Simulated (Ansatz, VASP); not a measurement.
Two plane-wave programs on ZrC

```
Zr C
1.0
     0.00000    2.25424    2.25424
     2.25424    0.00000    2.25424
     2.25424    2.25424    0.00000
Zr C
1 1
Direct
  0.00000 0.00000 0.00000
  0.50000 0.50000 0.50000
```

Alike in both runs: task relaxation of cell and atoms; functional r2SCAN; k mesh 8 × 8 × 8; occupations gaussian, width 0.1 eV; no spin polarisation.

```csv
,VASP,Ansatz
version,VASP 6.6.1,Ansatz 0.2.0
potentials or method,"VASP PAW PBE potentials, release 64 (Zr_sv, C), cutoff 660 eV","scalar-relativistic, plane waves, PAW"
valence electrons in the cell,16,16
```

Ansatz gave:

| Quantity | Value |
| --- | --- |
| gap on the k mesh at the Fermi level, each at its own relaxed structure (eV) | none |
| relaxed volume (Å³/atom) | 13.07 |
| relaxed cell length with the largest relative difference (Å) | 3.331 |

Task: Estimate VASP's values.

Result: gap on the k mesh at the Fermi level, each at its own relaxed structure (eV): none; relaxed volume (Å³/atom): 13.10; relaxed cell length with the largest relative difference (Å): 3.334.

VASP's potentials were made for PBE, not for r2SCAN. A gap of «none» marks a metal or a gap that the smearing closes.
